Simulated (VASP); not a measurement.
# Ba (Fd-3m) in VASP: relaxation of cell and atoms with PBE

Aim: the relaxation of cell and atoms of Ba with PBE.

Everything below comes from runs of VASP 6.6.1. Logs are shortened: lines on timing, memory, paths and dates and some standing lists are left out, and cuts for length are marked.

### 1 The cell of the first run

It takes space group Fd-3m (No. 227, cubic). The conventional cell has a = 8.593 Å, b = 8.593 Å, c = 8.593 Å, α = 90.00°, β = 90.00°, γ = 90.00°. Within 4.9 Å of Ba (site symmetry -43m) lie 4 Ba at 3.72 Å.

This isn't the form of Ba at room conditions, which is bcc.

### 2 Relaxation of cell and atoms, PBE

Input file INCAR:

```
PREC = Accurate ; ENCUT = 600
EDIFF = 1E-6 ; ISMEAR = -1
SIGMA = 0.05 ; LREAL = F
LASPH = T ; NELM = 60
ALGO = Normal ; ISIF = 3
LWAVE = F ; LCHARG = F
GGA = PE ; IBRION = 2
NSW = 60 ; EDIFFG = -0.005
```

Input file KPOINTS:

```
Automatic mesh
0
Gamma
  9 9 9
```

Input file POSCAR:

```
Ba
1.0
    0.0000000000      4.2963101572      4.2963101572
    4.2963101572      0.0000000000      4.2963101572
    4.2963101572      4.2963101572      0.0000000000
Ba
2
Direct
   -0.1250000000     -0.1250000000     -0.1250000000
    0.1250000000      0.1250000000      0.1250000000
```

Potentials or basis: VASP PAW PBE potentials, release 64 (Ba_sv).

Run with:

```sh
$ cat potpaw_PBE.64/Ba_sv/POTCAR > POTCAR
$ mpirun -np 1 vasp_std > vasp.out
```

OUTCAR:

```text
PREC = Accurate
   ENCUT = 600
   EDIFF = 1E-6
   ISMEAR = -1
   LREAL = F
   LASPH = T
   NELM = 60
   ISIF = 3
   GGA = PE
   IBRION = 2
   NSW = 60
   EDIFFG = -0.005

 ion  position               nearest neighbor table
   1  0.875  0.875  0.875-   2 3.72   2 3.72   2 3.72   2 3.72
   2  0.125  0.125  0.125-   1 3.72   1 3.72   1 3.72   1 3.72

  LATTYP: Found a face centered cubic cell.
 ALAT       =     8.5926203144

  Lattice vectors:

 A1 = (   0.0000000000,   4.2963101572,   4.2963101572)
 A2 = (   4.2963101572,   0.0000000000,   4.2963101572)
 A3 = (   4.2963101572,   4.2963101572,   0.0000000000)

Analysis of symmetry for initial positions (statically):
=====================================================================
 Subroutine PRICEL returns:
 Original cell was already a primitive cell.

 Routine SETGRP: Setting up the symmetry group for a
 face centered cubic supercell.

 Subroutine GETGRP returns: Found 48 space group operations
 (whereof 12 operations were pure point group operations)
 out of a pool of 48 trial point group operations.

The static configuration has the point symmetry D_3d.
 The point group associated with its full space group is O_h .

Analysis of symmetry for dynamics (positions and initial velocities):
=====================================================================
 Subroutine PRICEL returns:
 Original cell was already a primitive cell.

 Routine SETGRP: Setting up the symmetry group for a
 face centered cubic supercell.

 Subroutine GETGRP returns: Found 48 space group operations
 (whereof 12 operations were pure point group operations)
 out of a pool of 48 trial point group operations.

The dynamic configuration has the point symmetry D_3d.
 The point group associated with its full space group is O_h .

 Subroutine INISYM returns: Found 48 space group operations
 (whereof 12 operations are pure point group operations),
 and found     1 'primitive' translations

----------------------------------------------------------------------------------------

                                     Primitive cell

  volume of cell :     158.6050

  direct lattice vectors                    reciprocal lattice vectors
     0.000000000  4.296310157  4.296310157    -0.116378935  0.116378935  0.116378935
     4.296310157  0.000000000  4.296310157     0.116378935 -0.116378935  0.116378935
     4.296310157  4.296310157  0.000000000     0.116378935  0.116378935 -0.116378935

  length of vectors
     6.075900092  6.075900092  6.075900092     0.201574228  0.201574228  0.201574228

  position of ions in fractional coordinates (direct lattice)
     0.875000000  0.875000000  0.875000000
     0.125000000  0.125000000  0.125000000

  ion indices of the primitive-cell ions
   primitive index   ion index
                 1           1
                 2           2

----------------------------------------------------------------------------------------

 KPOINTS: Automatic mesh

Automatic generation of k-mesh.
 Grid dimensions read from file:
 generate k-points for:    9    9    9

 Generating k-lattice:

  Cartesian coordinates                     Fractional coordinates (reciprocal lattice)
    -0.012930993  0.012930993  0.012930993     0.111111111  0.000000000  0.000000000
     0.012930993 -0.012930993  0.012930993     0.000000000  0.111111111  0.000000000
     0.012930993  0.012930993 -0.012930993     0.000000000  0.000000000  0.111111111

  Length of vectors
     0.022397136  0.022397136  0.022397136

  Shift w.r.t. Gamma in fractional coordinates (k-lattice)
     0.000000000  0.000000000  0.000000000

 Subroutine IBZKPT returns following result:
 ===========================================

 Found     35 irreducible k-points:

 Following reciprocal coordinates:
            Coordinates               Weight
  0.000000  0.000000  0.000000      1.000000
  0.111111  0.000000  0.000000      8.000000
  0.222222  0.000000  0.000000      8.000000
  0.333333  0.000000  0.000000      8.000000
  0.444444  0.000000  0.000000      8.000000
  0.111111  0.111111  0.000000      6.000000
[... 16 lines left out ...]
 -0.333333  0.333333  0.000000     12.000000
  0.444444  0.444444  0.000000      6.000000
 [... further k-points ...]
   k-points           NKPTS =     35   k-points in BZ     NKDIM =     35   number of bands    NBANDS=     14
   number of dos      NEDOS =    301   number of ions     NIONS =      2
   total plane-waves  NPLWV = 125000
   dimension x,y,z NGX =    50 NGY =   50 NGZ =   50
   dimension x,y,z NGXF=   100 NGYF=  100 NGZF=  100
   ions per type =               2
   NGX,Y,Z   is equivalent  to a cutoff of  13.68, 13.68, 13.68 a.u.
   NGXF,Y,Z  is equivalent  to a cutoff of  27.36, 27.36, 27.36 a.u.
 SYSTEM =  unknown system
   PREC   = accura    normal or accurate (medium, high low for compatibility)
   ISTART =      0    job   : 0-new  1-cont  2-samecut
   ICHARG =      2    charge: 1-file 2-atom 10-const
   ISPIN  =      1    spin polarized calculation?
   LNONCOLLINEAR =      F non collinear calculations
   LSORBIT =      F    spin-orbit coupling
   LASPH  =      T    aspherical Exc in radial PAW
   ENCUT  =  600.0 eV  44.10 Ry    6.64 a.u.  12.14 12.14 12.14*2*pi/ulx,y,z
   NELM   =     60;   NELMIN=  2; NELMDL= -5     # of ELM steps
   EDIFF  = 0.1E-05   stopping-criterion for ELM
   LREAL  =      F    real-space projection
   EDIFFG = -.5E-02   stopping-criterion for IOM
   NSW    =     60    number of steps for IOM
   IBRION =      2    ionic relax: 0-MD 1-quasi-New 2-CG
   NFREE  =      1    steps in history (QN), initial steepest desc. (CG)
   ISIF   =      3    stress and relaxation
   ISYM   =      2    0-nonsym 1-usesym 2-fastsym
   POTIM  = 0.5000    time-step for ionic-motion
   TEBEG  =    0.0;   TEEND  =   0.0 temperature during run
   PSTRESS=    0.0 pullay stress
   NELECT =      20.0000    total number of electrons
   NUPDOWN=      -1.0000    fix difference up-down
   EMIN   =  10.00;   EMAX   =-10.00  energy-range for DOS
   EFERMI =   0.00;   METHOD = LEGACY
   ISMEAR =    -1;   SIGMA  =   0.05  broadening in eV -4-tet -1-fermi 0-gaus
   EFERMI_NEDOS =   21; number of points for ismear=-14 and -15
   IALGO  =     38    algorithm
   IMIX   =      4    mixing-type and parameters
     AMIX     =   0.40;   BMIX     =  1.00
     AMIX_MAG =   1.60;   BMIX_MAG =  1.00
  volume/ion in A,a.u.               =      79.30       535.16
  Fermi-wavevector in a.u.,A,eV,Ry     =   0.820942  1.551356  9.169592  0.673946
  Thomas-Fermi vector in A             =   1.932014
   LORBIT       =      0    0 simple, 1 ext, 2 COOP (PROOUT), +10 PAW based schemes
   GGA     = PE    functional components
   LHFCALC =     F    Hartree Fock is set to
   AEXX    =    0.0000 exact exchange contribution
   IVDW    =     0    specifies the selected vdW correction
   LEPSILON=     F    determine dielectric tensor
   LRPA    =     F    only Hartree local field effects (RPA)
 conjugate gradient relaxation of ions
 non-spin polarized calculation
  energy-cutoff  :      600.00
  volume of cell :      158.61
 maximum number of plane-waves:      5318
 NGX is ok and might be reduce to    50
   NGX = 25   NGY = 25   NGZ = 25

--------------------------------------- Ionic step        1  -------------------------------------------

 number of electron      19.9999999 magnetization

 Free energy of the ion-electron system (eV)
  ---------------------------------------------------
  ext. energy  EPLUGINS =         0.00000000
  ---------------------------------------------------
  free energy    TOTEN  =        -1.76361406 eV

  energy without entropy =       -1.71822037  energy(sigma->0) =       -1.74091722

------------------------ aborting loop because EDIFF is reached ----------------------------------------

  FORCE on cell =-STRESS in cart. coord.  units (eV):
  Direction    XX          YY          ZZ          XY          YZ          ZX
  --------------------------------------------------------------------------------------
  -------------------------------------------------------------------------------------
  Total       -0.2616567     -0.2616567     -0.2616567      0.0000000     -0.0000000     -0.0000000
  in kB       -2.6431729     -2.6431729     -2.6431729      0.0000000     -0.0000000     -0.0000000
  external PRESSURE =      -2.6431729 kB  Pullay stress =       0.0000000 kB
[... 89 lines left out ...]
  FREE ENERGIE OF THE ION-ELECTRON SYSTEM (eV)
  ---------------------------------------------------
  free  energy   TOTEN  =        -1.7882364684 eV

  energy  without entropy=       -1.7505767400  energy(sigma->0) =       -1.76940660

[... ionic steps 4 to 7 ...]

--------------------------------------- Ionic step        8  -------------------------------------------

 number of electron      20.0000000 magnetization

------------------------ aborting loop because EDIFF is reached ----------------------------------------

  FORCE on cell =-STRESS in cart. coord.  units (eV):
  Direction    XX          YY          ZZ          XY          YZ          ZX
  --------------------------------------------------------------------------------------
  -------------------------------------------------------------------------------------
  Total       -0.0150289     -0.0150289     -0.0150289      0.0000000     -0.0000000      0.0000000
  in kB       -0.2023386     -0.2023386     -0.2023386      0.0000000     -0.0000000      0.0000000
  external PRESSURE =      -0.2023386 kB  Pullay stress =       0.0000000 kB
[... 57 lines left out ...]
  energy  without entropy=       -1.8372830028  energy(sigma->0) =       -1.84576050

--------------------------------------- Ionic step       10  -------------------------------------------

 number of electron      20.0000000 magnetization

 Free energy of the ion-electron system (eV)
  ---------------------------------------------------
  ext. energy  EPLUGINS =         0.00000000
  ---------------------------------------------------
  free energy    TOTEN  =        -1.85426569 eV

  energy without entropy =       -1.83719166  energy(sigma->0) =       -1.84572868

 E-fermi :   1.5769     XC(G=0):  -7.4723

 val. band max:        1.5585536237   @ k =  -0.3333   0.2222   0.0000
 cond. band min:       1.5808229177   @ k =   0.2222   0.0000   0.0000
 fundamental gap:      0.0222692940
 Fermi energy:         1.5769191610

 k-point     1 :       0.0000    0.0000    0.0000
  band No.  band energies     occupation
      1     -27.8858      2.00000
      2     -27.2903      2.00000
      3     -13.4006      2.00000
      4     -13.4006      2.00000
      5     -13.4006      2.00000
      6     -12.3393      2.00000
      7     -12.3393      2.00000
      8     -12.3393      2.00000
      9      -0.5784      2.00000
     10       1.7266      0.09545
     11       1.7266      0.09545
     12       2.7480      0.00000
     13       2.7480      0.00000
     14       2.7480      0.00000
[... 375 lines left out ...]
 k-point    24 :       0.4444    0.4444    0.0000
  band No.  band energies     occupation
      1     -27.6480      2.00000
      2     -27.5448      2.00000
      3     -13.6591      2.00000
      4     -13.6591      2.00000
      5     -12.9700      2.00000
      6     -12.7912      2.00000
      7     -12.0159      2.00000
      8     -12.0159      2.00000
      9       0.7932      2.00000
     10       1.0125      1.99997
     11       2.5080      0.00000
     12       2.5716      0.00000
     13       2.5716      0.00000
     14       3.4344      0.00000

 [... further k-points ...]
[... 5 lines left out ...]
  --------------------------------------------------------------------------------------
  -------------------------------------------------------------------------------------
  Total       -0.0080450     -0.0080450     -0.0080450     -0.0000000     -0.0000000     -0.0000000
  in kB       -0.1084698     -0.1084698     -0.1084698     -0.0000000     -0.0000000     -0.0000000
  external PRESSURE =      -0.1084698 kB  Pullay stress =       0.0000000 kB
[... 17 lines left out ...]
  FREE ENERGIE OF THE ION-ELECTRON SYSTEM (eV)
  ---------------------------------------------------
  free  energy   TOTEN  =        -1.8542656889 eV

  energy  without entropy=       -1.8371916620  energy(sigma->0) =       -1.84572868

 reached required accuracy - stopping structural energy minimisation
```

Run time: 12 min. Hardware: 1 thread of AMD EPYC 7R13 (Zen 3), shared host; peak memory 0.39 GiB.

What came out:

```
Free energy                           : -1.8543 eV
Relaxed volume                        : 59.41 Å³/atom
Relaxed cell                          : a = 5.518 Å, b = 5.518 Å, c = 5.518 Å, α = 60.00°, β = 60.00°, γ = 60.00°
Space group after relaxing (to 0.1 Å) : Fd-3m (No. 227)
Energy gained by relaxing             : 45.3 meV/atom
Ionic steps                           : 10
Pressure after relaxing               : 0.0 GPa
Band gap on the k mesh                : zero (bands 10 and 11 overlap by 0.17 eV)
```

The path:
| step | energy change (eV) | largest force (eV/Å) | pressure (GPa) | volume (Å³) |
| --- | --- | --- | --- | --- |
| 1 | 0.0000 | 0.0000 | -0.26 | 158.61 |
| 2 | -0.0052 | 0.0000 | -0.30 | 155.62 |
| 3 | -0.0246 | 0.0000 | -0.41 | 146.89 |
| 4 | -0.0716 | 0.0000 | -0.43 | 130.43 |
| 5 | 0.0005 | 0.0000 | 2.09 | 101.29 |
| 6 | -0.0861 | 0.0000 | -0.26 | 123.93 |
| 7 | -0.0895 | 0.0000 | 0.16 | 116.30 |
| 8 | -0.0906 | 0.0000 | -0.02 | 119.00 |
| 9 | -0.0906 | 0.0000 | 0.02 | 118.29 |
| 10 | -0.0907 | 0.0000 | -0.01 | 118.83 |

Final structure:
```yaml
crystal:
  lattice:
    - [0.00000, 3.90210, 3.90210]
    - [3.90210, 0.00000, 3.90210]
    - [3.90210, 3.90210, 0.00000]
  atoms:
    - { symbol: Ba, position: [0.87500, 0.87500, 0.87500] }
    - { symbol: Ba, position: [0.12500, 0.12500, 0.12500] }
```

Levels at points of the mesh, in eV from the Fermi level:
```csv
k point,band 8,band 9,band 10,band 11,band 12,band 13
"(0.00, 0.00, 0.00)",-13.92,-2.16,0.15,0.15,1.17,1.17
```

Caveat: the volume moved by over 15 % at a fixed basis, so the end points are rough; spin-orbit coupling is left out, which moves the levels of the heavy elements.
